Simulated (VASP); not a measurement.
A run of VASP 6.6.1 is set up as follows.

The input POSCAR:

```
PbF2
1.0
    0.0000000000      2.9636600000      2.9636600000
    2.9636600000      0.0000000000      2.9636600000
    2.9636600000      2.9636600000      0.0000000000
Pb F
1 2
Direct
    0.0000000000      0.0000000000      0.0000000000
    0.7500000000      0.7500000000      0.7500000000
    0.2500000000      0.2500000000      0.2500000000
```

INCAR.step1

```
PREC = Accurate
ENCUT = 520
EDIFF = 1E-5
ISMEAR = -1
SIGMA = 0.05
LREAL = False
LASPH = True
NELM = 120
ALGO = Normal
ISIF = 2
LWAVE = True
LCHARG = False
NBANDS = 21
GGA = PE
GGA_COMPAT = False
```

INCAR.step2

```
PREC = Accurate
ENCUT = 520
EDIFF = 1E-6
ISMEAR = -1
SIGMA = 0.05
LREAL = False
LASPH = True
NELM = 120
ALGO = Normal
ISIF = 2
LWAVE = False
LCHARG = False
GGA = PE
LHFCALC = True
AEXX = 0.15
PRECFOCK = Normal
NBANDS = 21
ISTART = 1
GGA_COMPAT = False
```

File KPOINTS:

```
Automatic mesh
0
Gamma
  5 5 5
```

Potentials or basis: VASP PAW PBE potentials, release 64 (Pb_d, F).

The run is started by

```sh
$ cat potpaw_PBE.64/Pb_d/POTCAR potpaw_PBE.64/F/POTCAR > POTCAR
$ cp INCAR.step1 INCAR
$ mpirun -np 1 vasp_std > vasp.out
$ cp INCAR.step2 INCAR
$ mpirun -np 1 vasp_std > vasp.out
```

(1) What does it give for the band gap on the k mesh?

(2) Estimate the pressure.

Results:

(1) 5.76 eV (least direct gap 6.01 eV).

(2) 1.4 GPa.

Caveat: the PAW data sets were made with another functional, which shifts forces and pressure a little; spin-orbit coupling is left out, which moves the levels of the heavy elements; an odd mesh through Γ misses points on the zone boundary, where band edges can lie.
